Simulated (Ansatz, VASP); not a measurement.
# Te in VASP and in Ansatz

```xyz
1
Lattice="2.3155 1.3369 1.7140 -2.3155 1.3369 1.7140 0.0000 -2.6737 1.7140" Properties=species:S:1:pos:R:3 pbc="T T T"
Te    0.0000    0.0000    2.5709
```

Alike in both runs: task single point; functional PBE; k mesh 15 × 15 × 15; occupations gaussian, width 0.15 eV; no spin polarisation.

```csv
,VASP,Ansatz
version,VASP 6.6.1,Ansatz 0.2.0
potentials or method,"VASP PAW PBE potentials, release 64 (Te), cutoff 520 eV","scalar-relativistic, plane waves, PAW"
valence electrons in the cell,6,16
```

```csv
,VASP,Ansatz,Ansatz less VASP
gap on the k mesh at the Fermi level (eV),none,none,-
pressure (GPa),1.1,1.1,+0.04
"traceless stress, the component that is largest in VASP (GPa)",0.26,0.26,+0.003
```

A gap of «none» marks a metal or a gap that the smearing closes. VASP's potentials hold 6 valence electrons a cell and Ansatz's 16, so a difference there can come from the potentials and not from the codes.

Neither program's run includes spin-orbit coupling.
